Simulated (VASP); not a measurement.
Mn3Cu:

```
Mn Cu
1.0
     0.00000    2.91961    2.91961
     2.91961    0.00000    2.91961
     2.91961    2.91961    0.00000
Mn Cu
3 1
Direct
  0.25000 0.25000 0.25000
  0.75000 0.75000 0.75000
  0.50000 0.50000 0.50000
  0.00000 0.00000 0.00000
```

| Item | Value |
| --- | --- |
| Program | VASP 6.6.1 |
| Task | relaxation of cell and atoms |
| Functional | PBE |
| Potentials or basis | VASP PAW PBE potentials, release 64 (Mn_pv, Cu) |
| Cutoff | 600 eV |
| k mesh | 12 × 12 × 12 |
| Occupations | gaussian, width 0.1 eV |
| Spin | no spin polarisation |

At the start: pressure -21.3 GPa; volume 12.44 Å³/atom.

Question: Where does the relaxation end?

Answer: Over 4 steps the energy falls by 102.4 meV/atom and the volume is 11.08 Å³/atom (-11.0 %); space group Fm-3m (No. 225, to 0.1 Å) before and after.

Step by step:
| step | energy change (eV) | largest force (eV/Å) | pressure (GPa) | volume (Å³) |
| --- | --- | --- | --- | --- |
| 1 | 0.0000 | 0.0000 | -21.32 | 49.77 |
| 2 | 0.2444 | 0.0000 | 43.24 | 38.77 |
| 3 | -0.4092 | 0.0000 | -0.74 | 44.42 |
| 4 | -0.4095 | 0.0000 | -0.06 | 44.30 |

Final structure:
```
CELL_PARAMETERS angstrom
0.00000 2.80843 2.80843
2.80843 0.00000 2.80843
2.80843 2.80843 0.00000
ATOMIC_POSITIONS crystal
Mn 0.25000 0.25000 0.25000
Mn 0.75000 0.75000 0.75000
Mn 0.50000 0.50000 0.50000
Cu 0.00000 0.00000 0.00000
```

Caveat: the run has no spin polarisation, though such a crystal can be magnetic.
